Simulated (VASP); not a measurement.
Here is a VASP 6.6.1 calculation.

INCAR

```
SYSTEM = Rh
ALGO = Normal
EDIFF = 1E-6
ENCUT = 500
GGA = PE
GGA_COMPAT = .FALSE.
ISIF = 2
ISMEAR = 0
LASPH = .TRUE.
LCHARG = .FALSE.
LREAL = .FALSE.
LWAVE = .FALSE.
NBANDS = 22
NELM = 120
PREC = Accurate
SIGMA = 0.15
```

The input KPOINTS:

```
k-points
0
G
  21 21 12
  0 0 0
```

POSCAR

```
Rh
1.0
    2.6112187483      0.0000000000      0.0000000000
   -1.3056093742      2.2613817708      0.0000000000
    0.0000000000      0.0000000000      4.2022282270
Rh
2
Direct
    0.6666666667      0.3333333333      0.7500000000
    0.3333333333      0.6666666667      0.2500000000
```

Potentials or basis: VASP PAW PBE potentials, release 64 (Rh_pv).

Launch:

```console
$ cat potpaw_PBE.64/Rh_pv/POTCAR > POTCAR
$ mpirun -np 1 vasp_std > vasp.out
```

Task: Predict the band gap on the k mesh.

Result: Zero (bands 15 and 16 overlap by 2.83 eV).

Task: Estimate the pressure.

Result: 45.4 GPa.

Stress tensor (GPa, compression positive):
```
44.58  0.00  0.00
 0.00 44.58  0.00
 0.00  0.00 46.99
```

Caveat: the cell stands under pressure.
